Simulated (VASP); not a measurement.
# HgTe (F-43m) in VASP: further runs, part 3 of 3

VASP 6.6.1. Earlier steps stand in the parts before.

## Step 4: Relaxation of cell and atoms, PBE

INCAR

```
SYSTEM = HgTe
ALGO = Normal
EDIFF = 1E-6
EDIFFG = -0.005
ENCUT = 600
GGA = PE
IBRION = 2
ISIF = 3
ISMEAR = 0
LASPH = .TRUE.
LCHARG = .FALSE.
LREAL = .FALSE.
LWAVE = .FALSE.
NELM = 60
NSW = 100
PREC = Accurate
SIGMA = 0.1
```

KPOINTS

```
k-points
0
G
  12 12 12
  0 0 0
```

POSCAR

```
HgTe
1.0
    0.0000000000      3.3247980849      3.3247980849
    3.3247980849      0.0000000000      3.3247980849
    3.3247980849      3.3247980849      0.0000000000
Hg Te
1 1
Direct
    0.0000000000      0.0000000000      0.0000000000
    0.7500000000      0.7500000000      0.7500000000
```

Potentials or basis: VASP PAW PBE potentials, release 64 (Hg, Te).

The run is started by

```
> cat potpaw_PBE.64/Hg/POTCAR potpaw_PBE.64/Te/POTCAR > POTCAR
> mpirun -np 1 vasp_std > vasp.out
```

OUTCAR:

```text
SYSTEM = HgTe
   EDIFF = 1E-6
   EDIFFG = -0.005
   ENCUT = 600
   GGA = PE
   IBRION = 2
   ISIF = 3
   ISMEAR = 0
   LASPH = .TRUE.
   LREAL = .FALSE.
   NELM = 60
   NSW = 100
   PREC = Accurate

 ion  position               nearest neighbor table
   1  0.000  0.000  0.000-   2 2.88   2 2.88   2 2.88   2 2.88
   2  0.750  0.750  0.750-   1 2.88   1 2.88   1 2.88   1 2.88

  LATTYP: Found a face centered cubic cell.
 ALAT       =     6.6495961698

  Lattice vectors:

 A1 = (   0.0000000000,   3.3247980849,   3.3247980849)
 A2 = (   3.3247980849,   0.0000000000,   3.3247980849)
 A3 = (   3.3247980849,   3.3247980849,   0.0000000000)

Analysis of symmetry for initial positions (statically):
=====================================================================
 Subroutine PRICEL returns:
 Original cell was already a primitive cell.

 Routine SETGRP: Setting up the symmetry group for a
 face centered cubic supercell.

 Subroutine GETGRP returns: Found 24 space group operations
 (whereof 24 operations were pure point group operations)
 out of a pool of 48 trial point group operations.

The static configuration has the point symmetry T_d .

Analysis of symmetry for dynamics (positions and initial velocities):
=====================================================================
 Subroutine PRICEL returns:
 Original cell was already a primitive cell.

 Routine SETGRP: Setting up the symmetry group for a
 face centered cubic supercell.

 Subroutine GETGRP returns: Found 24 space group operations
 (whereof 24 operations were pure point group operations)
 out of a pool of 48 trial point group operations.

The dynamic configuration has the point symmetry T_d .

 Subroutine INISYM returns: Found 24 space group operations
 (whereof 24 operations are pure point group operations),
 and found     1 'primitive' translations

----------------------------------------------------------------------------------------

                                     Primitive cell

  volume of cell :      73.5065

  direct lattice vectors                    reciprocal lattice vectors
     0.000000000  3.324798085  3.324798085    -0.150385072  0.150385072  0.150385072
     3.324798085  0.000000000  3.324798085     0.150385072 -0.150385072  0.150385072
     3.324798085  3.324798085  0.000000000     0.150385072  0.150385072 -0.150385072

  length of vectors
     4.701974544  4.701974544  4.701974544     0.260474586  0.260474586  0.260474586

  position of ions in fractional coordinates (direct lattice)
     0.000000000  0.000000000  0.000000000
     0.750000000  0.750000000  0.750000000

  ion indices of the primitive-cell ions
   primitive index   ion index
                 1           1
                 2           2

----------------------------------------------------------------------------------------
[... 106 lines left out ...]
 maximum number of plane-waves:      2477
 NGX is ok and might be reduce to    40
   NGX = 19   NGY = 19   NGZ = 19

--------------------------------------- Ionic step        1  -------------------------------------------

 number of electron      18.0000002 magnetization

 Free energy of the ion-electron system (eV)
  ---------------------------------------------------
  ext. energy  EPLUGINS =         0.00000000
  ---------------------------------------------------
  free energy    TOTEN  =        -3.65191047 eV

  energy without entropy =       -3.65174611  energy(sigma->0) =       -3.65182829

------------------------ aborting loop because EDIFF is reached ----------------------------------------

  FORCE on cell =-STRESS in cart. coord.  units (eV):
  Direction    XX          YY          ZZ          XY          YZ          ZX
  --------------------------------------------------------------------------------------
  -------------------------------------------------------------------------------------
  Total        0.0395134      0.0395134      0.0395134      0.0000000     -0.0000000     -0.0000000
  in kB        0.8612490      0.8612490      0.8612490      0.0000000     -0.0000000     -0.0000000
  external PRESSURE =       0.8612490 kB  Pullay stress =       0.0000000 kB

 VOLUME and BASIS-vectors are now :
 -----------------------------------------------------------------------------
  energy-cutoff  :      600.00
  volume of cell :       73.51
      direct lattice vectors                 reciprocal lattice vectors
     0.000000000  3.324798085  3.324798085    -0.150385072  0.150385072  0.150385072
     3.324798085  0.000000000  3.324798085     0.150385072 -0.150385072  0.150385072
     3.324798085  3.324798085  0.000000000     0.150385072  0.150385072 -0.150385072

 POSITION                                       TOTAL-FORCE (eV/Angst)
 -----------------------------------------------------------------------------------
      0.00000      0.00000      0.00000         0.000000      0.000000      0.000000
      4.98720      4.98720      4.98720        -0.000000     -0.000000     -0.000000
 -----------------------------------------------------------------------------------
    total drift:                                0.000000      0.000000      0.000000

  FREE ENERGIE OF THE ION-ELECTRON SYSTEM (eV)
  ---------------------------------------------------
  free  energy   TOTEN  =        -3.6519104692 eV

  energy  without entropy=       -3.6517461065  energy(sigma->0) =       -3.65182829

--------------------------------------- Ionic step        2  -------------------------------------------

 number of electron      18.0000002 magnetization

 Free energy of the ion-electron system (eV)
  ---------------------------------------------------
  ext. energy  EPLUGINS =         0.00000000
  ---------------------------------------------------
  free energy    TOTEN  =        -3.65195270 eV

  energy without entropy =       -3.65178802  energy(sigma->0) =       -3.65187036

 E-fermi :   2.2836     XC(G=0):  -8.3477

 val. band max:        2.2117408989   @ k =   0.0000   0.0000   0.0000
 cond. band min:       2.5626095327   @ k =   0.0833   0.0000   0.0000
 fundamental gap:      0.3508686338
 Fermi energy:         2.2836255623

 k-point     1 :       0.0000    0.0000    0.0000
  band No.  band energies     occupation
      1      -9.1875      2.00000
      2      -4.6690      2.00000
      3      -4.6690      2.00000
      4      -4.6690      2.00000
      5      -4.2394      2.00000
      6      -4.2394      2.00000
      7       1.2834      2.00000
      8       2.2117      1.69066
      9       2.2117      1.69066
     10       2.2117      1.69066
     11       6.5887      0.00000
     12       6.5887      0.00000
     13       6.5887      0.00000
[... 354 lines left out ...]
  band No.  band energies     occupation
      1      -8.6725      2.00000
      2      -4.5463      2.00000
      3      -4.5308      2.00000
      4      -4.2498      2.00000
      5      -4.2299      2.00000
      6      -3.9640      2.00000
      7      -2.6358      2.00000
      8       0.3722      2.00000
      9       1.1826      2.00000
     10       3.9277      0.00000
     11       6.9000      0.00000
     12       7.8327      0.00000
     13       8.7258      0.00000

 [... further k-points ...]
[... 5 lines left out ...]
  --------------------------------------------------------------------------------------
  -------------------------------------------------------------------------------------
  Total        0.0028600      0.0028600      0.0028600      0.0000000      0.0000000      0.0000000
  in kB        0.0621607      0.0621607      0.0621607      0.0000000      0.0000000      0.0000000
  external PRESSURE =       0.0621607 kB  Pullay stress =       0.0000000 kB

 VOLUME and BASIS-vectors are now :
 -----------------------------------------------------------------------------
  energy-cutoff  :      600.00
  volume of cell :       73.72
      direct lattice vectors                 reciprocal lattice vectors
     0.000000000  3.327966999  3.327966999    -0.150241874  0.150241874  0.150241874
     3.327966999 -0.000000000  3.327966999     0.150241874 -0.150241874  0.150241874
     3.327966999  3.327966999 -0.000000000     0.150241874  0.150241874 -0.150241874

 POSITION                                       TOTAL-FORCE (eV/Angst)
 -----------------------------------------------------------------------------------
      0.00000      3.32797      3.32797         0.000000     -0.000000     -0.000000
      4.99195      4.99195      4.99195        -0.000000      0.000000      0.000000
 -----------------------------------------------------------------------------------
    total drift:                                0.000000      0.000000      0.000000

  FREE ENERGIE OF THE ION-ELECTRON SYSTEM (eV)
  ---------------------------------------------------
  free  energy   TOTEN  =        -3.6519526997 eV

  energy  without entropy=       -3.6517880207  energy(sigma->0) =       -3.65187036

 reached required accuracy - stopping structural energy minimisation
```

CONTCAR:

```text
HgTe
   1.00000000000000
     0.0000000000000000    3.3279669986665277    3.3279669986665277
     3.3279669986665277   -0.0000000000000000    3.3279669986665277
     3.3279669986665277    3.3279669986665277   -0.0000000000000000
  Hg              Te
     1     1
Direct
     1.0000000000000000    0.0000000000000000    0.0000000000000000
     0.7500000000000000    0.7500000000000000    0.7500000000000000

  0.00000000E+00  0.00000000E+00  0.00000000E+00
  0.00000000E+00  0.00000000E+00  0.00000000E+00
```

It took 2 min on 1 thread of Intel Xeon Platinum 8175M at 2.50GHz (Skylake/Cascade Lake), shared host; peak memory 0.31 GiB.

What came out:

```
Free energy                            : -3.6520 eV
Relaxed volume                         : 36.86 Å³/atom
Relaxed cell                           : a = 4.706 Å, b = 4.706 Å, c = 4.706 Å, α = 60.00°, β = 60.00°, γ = 60.00°
Space group after relaxing (to 0.05 Å) : F-43m (No. 216)
Energy gained by relaxing              : 0.0 meV/atom
Ionic steps                            : 2
Pressure after relaxing                : 0.0 GPa
Band gap on the k mesh                 : zero (filled and empty bands touch)
```

Final structure:
```xyz
2
Lattice="0.0000 3.3280 3.3280 3.3280 0.0000 3.3280 3.3280 3.3280 0.0000" Properties=species:S:1:pos:R:3 pbc="T T T"
Hg    0.0000    3.3280    3.3280
Te    4.9919    4.9919    4.9919
```

Levels at points of the mesh, in eV from the Fermi level:
```
           k point  band 6  band 7  band 8  band 9  band 10  band 11  band 12  band 13
(0.00, 0.00, 0.00)   -6.52   -1.00   -0.07   -0.07    -0.07     4.31     4.31     4.31
(0.50, 0.00, 0.00)   -6.27   -5.01   -0.90   -0.90     0.63     5.04     5.04     6.73
(0.50, 0.50, 0.00)   -6.16   -5.04   -1.99   -1.99     1.84     2.64     7.84     8.43
```

Caveat: spin-orbit coupling is left out, which moves the levels of the heavy elements.

## Step 5: Relaxation of cell and atoms, PBE

INCAR

```
SYSTEM = HgTe
ALGO = Normal
EDIFF = 1E-6
EDIFFG = -0.001
ENCUT = 600
GGA = PE
IBRION = 2
ISIF = 3
ISMEAR = -1
LASPH = .TRUE.
LCHARG = .FALSE.
LREAL = .FALSE.
LWAVE = .FALSE.
NELM = 80
NSW = 80
PREC = Accurate
SIGMA = 0.15
```

KPOINTS is that of step 4.

POSCAR is that of step 4.

The run is started by

```
> cat potpaw_PBE.64/Hg/POTCAR potpaw_PBE.64/Te/POTCAR > POTCAR
> mpirun -np 1 vasp_std > vasp.out
```

Run time: 6.2 min. Hardware: 1 thread of Intel Xeon Platinum 8175M at 2.50GHz (Skylake/Cascade Lake), shared host; peak memory 0.31 GiB.

Results (log left out):

```yaml
Free_energy: -3.6547 eV
Relaxed_volume: 36.87 Å³/atom
Relaxed_cell: a = 4.707 Å, b = 4.707 Å, c = 4.707 Å, α = 60.00°, β = 60.00°, γ = 60.00°
Space_group_after_relaxing_to_0.05_Å: F-43m (No. 216)
Energy_gained_by_relaxing: 0.0 meV/atom
Ionic_steps: 13
Pressure_after_relaxing: 0.0 GPa
Band_gap_on_the_k_mesh: zero (filled and empty bands touch)
```

Final structure:
```cif
data_structure
_symmetry_space_group_name_H-M 'P 1'
_symmetry_Int_Tables_number 1
_cell_length_a 4.7069
_cell_length_b 4.7069
_cell_length_c 4.7069
_cell_angle_alpha 60.000
_cell_angle_beta 60.000
_cell_angle_gamma 60.000
_cell_volume 73.74
loop_
_atom_site_label
_atom_site_type_symbol
_atom_site_fract_x
_atom_site_fract_y
_atom_site_fract_z
_atom_site_occupancy
Hg1 Hg 0.00000 0.00000 0.00000 1
Te1 Te 0.75000 0.75000 0.75000 1
```

Levels at points of the mesh, in eV from the Fermi level:
| k point | band 7 | band 8 | band 9 | band 10 | band 11 | band 12 |
| --- | --- | --- | --- | --- | --- | --- |
| (0.00, 0.00, 0.00) | -1.19 | -0.27 | -0.27 | -0.27 | 4.11 | 4.11 |
| (0.50, 0.00, 0.00) | -5.20 | -1.09 | -1.09 | 0.44 | 4.85 | 4.85 |
| (0.50, 0.50, 0.00) | -5.23 | -2.18 | -2.18 | 1.64 | 2.45 | 7.65 |

Caveat: spin-orbit coupling is left out, which moves the levels of the heavy elements.

## Step 6: The runs side by side

```csv
task,cell,cutoff (eV),smearing,gap on the mesh (eV),pressure (GPa),relaxed volume (Å³/atom)
single point,"a = 4.704 Å, angles 60.0°, 2 atoms",520,fermi-dirac 0.15 eV,none,0.0,-
relaxation of cell and atoms,"relaxed from a = 4.559 Å, angles 60.0°, 2 atoms",600,gaussian 0.1 eV,none,0.0,36.81
relaxation of cell and atoms,"relaxed from a = 4.702 Å, angles 60.0°, 2 atoms",600,gaussian 0.1 eV,none,0.0,36.86
relaxation of cell and atoms,"relaxed from a = 4.702 Å, angles 60.0°, 2 atoms",600,fermi-dirac 0.15 eV,none,0.0,36.87
```

Alike in all rows: level PBE; potentials or basis VASP PAW PBE potentials, release 64 (Hg, Te); no spin polarisation; k mesh 12 × 12 × 12.

Caveats: spin-orbit coupling is left out, which moves the levels of the heavy elements.

Absolute energies hang on the potentials; compare differences alone.
